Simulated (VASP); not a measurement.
# Ge (P6_3/mmc) in VASP: single point with PBE

Aim: the single point of Ge with PBE.

Program: VASP 6.6.1. These are calculated values, not measurements. Logs are shortened: lines on timing, memory, paths and dates and some standing lists are left out, and cuts for length are marked.

## Step 1: The cell of the first run

Symmetry: P6_3/mmc, No. 194, hexagonal system. Conventional cell: a = 2.987 Å, b = 2.987 Å, c = 5.071 Å, α = 90.00°, β = 90.00°, γ = 120.00°. Within 3.9 Å of Ge (site symmetry -6m2) lie 12 Ge at 2.99 to 3.07 Å.

This isn't the form of Ge at room conditions, which is diamond.

## Step 2: Single point, PBE

INCAR

```
ALGO     = Normal         # electronic algorithm
EDIFF    = 1E-7           # SCF threshold, eV
ENCUT    = 520            # plane-wave cutoff, eV
GGA      = PE             # functional
ISIF     = 2              # what is computed and relaxed
ISMEAR   = -1             # smearing method
LASPH    = True           # aspherical terms in the spheres
LCHARG   = True           # write CHGCAR
LELF     = True           # ELF
LREAL    = False          # projectors in reciprocal space
LVHAR    = True         
LWAVE    = False          # write WAVECAR
NBANDS   = 21             # bands
NELM     = 100            # most SCF steps
PREC     = Accurate       # precision mode
SIGMA    = 0.05           # smearing width, eV
```

KPOINTS

```
k-points
0
Gamma
  15 15 8
```

POSCAR

```
Ge
1.0
    2.9866528055      0.0000000000      0.0000000000
   -1.4933264028      2.5865172019      0.0000000000
    0.0000000000      0.0000000000      5.0708770844
Ge
2
Direct
    0.3333333333      0.6666666667      0.2500000000
    0.6666666667      0.3333333333      0.7500000000
```

Potentials or basis: VASP PAW PBE potentials, release 64 (Ge_d).

Started as:

```sh
> cat potpaw_PBE.64/Ge_d/POTCAR > POTCAR
> mpirun -np 1 vasp_std > vasp.out
```

OUTCAR:

```text
EDIFF = 1E-7
   ENCUT = 520
   GGA = PE
   ISIF = 2
   ISMEAR = -1
   LASPH = True
   LREAL = False
   NELM = 100
   PREC = Accurate

 ion  position               nearest neighbor table
   1  0.333  0.667  0.250-
   2  0.667  0.333  0.750-

  LATTYP: Found a hexagonal cell.
 ALAT       =     2.9866528055
 C/A-ratio  =     1.6978461892

  Lattice vectors:

 A1 = (   2.9866528055,   0.0000000000,   0.0000000000)
 A2 = (  -1.4933264028,   2.5865172019,   0.0000000000)
 A3 = (   0.0000000000,   0.0000000000,   5.0708770844)

Analysis of symmetry for initial positions (statically):
=====================================================================
 Subroutine PRICEL returns:
 Original cell was already a primitive cell.

 Routine SETGRP: Setting up the symmetry group for a
 hexagonal supercell.

 Subroutine GETGRP returns: Found 24 space group operations
 (whereof 12 operations were pure point group operations)
 out of a pool of 24 trial point group operations.

The static configuration has the point symmetry D_3d.
 The point group associated with its full space group is D_6h.

Analysis of symmetry for dynamics (positions and initial velocities):
=====================================================================
 Subroutine PRICEL returns:
 Original cell was already a primitive cell.

 Routine SETGRP: Setting up the symmetry group for a
 hexagonal supercell.

 Subroutine GETGRP returns: Found 24 space group operations
 (whereof 12 operations were pure point group operations)
 out of a pool of 24 trial point group operations.

The dynamic configuration has the point symmetry D_3d.
 The point group associated with its full space group is D_6h.

 Subroutine INISYM returns: Found 24 space group operations
 (whereof 12 operations are pure point group operations),
 and found     1 'primitive' translations

----------------------------------------------------------------------------------------

                                     Primitive cell

  volume of cell :      39.1727

  direct lattice vectors                    reciprocal lattice vectors
     2.986652805  0.000000000  0.000000000     0.334822982  0.193310139  0.000000000
    -1.493326403  2.586517202  0.000000000     0.000000000  0.386620278  0.000000000
     0.000000000  0.000000000  5.070877084     0.000000000  0.000000000  0.197204543

  length of vectors
[... 71 lines left out ...]
   NGXF,Y,Z  is equivalent  to a cutoff of  26.72, 26.72, 26.23 a.u.
 SYSTEM =  unknown system
   PREC   = accura    normal or accurate (medium, high low for compatibility)
   ISTART =      0    job   : 0-new  1-cont  2-samecut
   ICHARG =      2    charge: 1-file 2-atom 10-const
   ISPIN  =      1    spin polarized calculation?
   LNONCOLLINEAR =      F non collinear calculations
   LSORBIT =      F    spin-orbit coupling
   LASPH  =      T    aspherical Exc in radial PAW
   ENCUT  =  520.0 eV  38.22 Ry    6.18 a.u.   5.55  5.55  9.43*2*pi/ulx,y,z
   NELM   =    100;   NELMIN=  2; NELMDL= -5     # of ELM steps
   EDIFF  = 0.1E-06   stopping-criterion for ELM
   LREAL  =      F    real-space projection
   EDIFFG = 0.1E-05   stopping-criterion for IOM
   NSW    =      0    number of steps for IOM
   IBRION =     -1    ionic relax: 0-MD 1-quasi-New 2-CG
   NFREE  =      0    steps in history (QN), initial steepest desc. (CG)
   ISIF   =      2    stress and relaxation
   ISYM   =      2    0-nonsym 1-usesym 2-fastsym
   POTIM  = 0.5000    time-step for ionic-motion
   TEBEG  =    0.0;   TEEND  =   0.0 temperature during run
   PSTRESS=    0.0 pullay stress
   NELECT =      28.0000    total number of electrons
   NUPDOWN=      -1.0000    fix difference up-down
   EMIN   =  10.00;   EMAX   =-10.00  energy-range for DOS
   EFERMI =   0.00;   METHOD = LEGACY
   ISMEAR =    -1;   SIGMA  =   0.05  broadening in eV -4-tet -1-fermi 0-gaus
   EFERMI_NEDOS =   21; number of points for ismear=-14 and -15
   IALGO  =     38    algorithm
   IMIX   =      4    mixing-type and parameters
     AMIX     =   0.40;   BMIX     =  1.00
     AMIX_MAG =   1.60;   BMIX_MAG =  1.00
  volume/ion in A,a.u.               =      19.59       132.18
  Fermi-wavevector in a.u.,A,eV,Ry     =   1.463748  2.766083 29.151291  2.142559
  Thomas-Fermi vector in A             =   2.579806
   LORBIT       =      0    0 simple, 1 ext, 2 COOP (PROOUT), +10 PAW based schemes
   GGA     = PE    functional components
   LHFCALC =     F    Hartree Fock is set to
   AEXX    =    0.0000 exact exchange contribution
   IVDW    =     0    specifies the selected vdW correction
   LEPSILON=     F    determine dielectric tensor
   LRPA    =     F    only Hartree local field effects (RPA)
 non-spin polarized calculation
  energy-cutoff  :      520.00
  volume of cell :       39.17
 maximum number of plane-waves:      1078
 NGX is ok and might be reduce to    24
   NGX = 11   NGY = 11   NGZ = 19

 number of electron      28.0000010 magnetization

 Free energy of the ion-electron system (eV)
  ---------------------------------------------------
  ext. energy  EPLUGINS =         0.00000000
  ---------------------------------------------------
  free energy    TOTEN  =        -8.38741259 eV

  energy without entropy =       -8.38009347  energy(sigma->0) =       -8.38375303

 E-fermi :   6.3833     XC(G=0): -11.1127

 val. band max:        6.3611168884   @ k =   0.2000   0.2000   0.3750
 cond. band min:       6.3845186184   @ k =   0.2667  -0.0000   0.2500
 fundamental gap:      0.0234017299
 Fermi energy:         6.3833490526

 k-point     1 :       0.0000    0.0000    0.0000
  band No.  band energies     occupation
      1     -18.3392      2.00000
      2     -18.3344      2.00000
      3     -18.3306      2.00000
      4     -18.3306      2.00000
      5     -18.3252      2.00000
      6     -18.3252      2.00000
[... 565 lines left out ...]
     20      18.7994      0.00000
     21      21.9070      0.00000

 [... further k-points ...]
[... 5 lines left out ...]
  --------------------------------------------------------------------------------------
  -------------------------------------------------------------------------------------
  Total       -0.1610044     -0.1610044     -0.1621779      0.0000000      0.0000000     -0.0000000
  in kB       -6.5851400     -6.5851400     -6.6331377      0.0000000      0.0000000     -0.0000000
  external PRESSURE =      -6.6011392 kB  Pullay stress =       0.0000000 kB

 VOLUME and BASIS-vectors are now :
 -----------------------------------------------------------------------------
  energy-cutoff  :      520.00
  volume of cell :       39.17
      direct lattice vectors                 reciprocal lattice vectors
     2.986652805  0.000000000  0.000000000     0.334822982  0.193310139  0.000000000
    -1.493326403  2.586517202  0.000000000     0.000000000  0.386620278  0.000000000
     0.000000000  0.000000000  5.070877084     0.000000000  0.000000000  0.197204543

 POSITION                                       TOTAL-FORCE (eV/Angst)
 -----------------------------------------------------------------------------------
     -0.00000      1.72434      1.26772         0.000000     -0.000000     -0.000000
      1.49333      0.86217      3.80316        -0.000000      0.000000      0.000000
 -----------------------------------------------------------------------------------
    total drift:                               -0.000000      0.000000      0.000000

  FREE ENERGIE OF THE ION-ELECTRON SYSTEM (eV)
  ---------------------------------------------------
  free  energy   TOTEN  =        -8.3874125898 eV

  energy  without entropy=       -8.3800934694  energy(sigma->0) =       -8.38375303
```

It took 60 s on 1 thread of AMD EPYC 9R45 (Zen 5), shared host; peak memory 0.19 GiB.

Results:

```yaml
Free_energy: -8.3874 eV
Pressure: -0.7 GPa
Band_gap_on_the_k_mesh: zero (bands 14 and 15 overlap by 9.91 eV)
```

The gap in the log of VASP goes by the Fermi energy; the results here count the filled bands.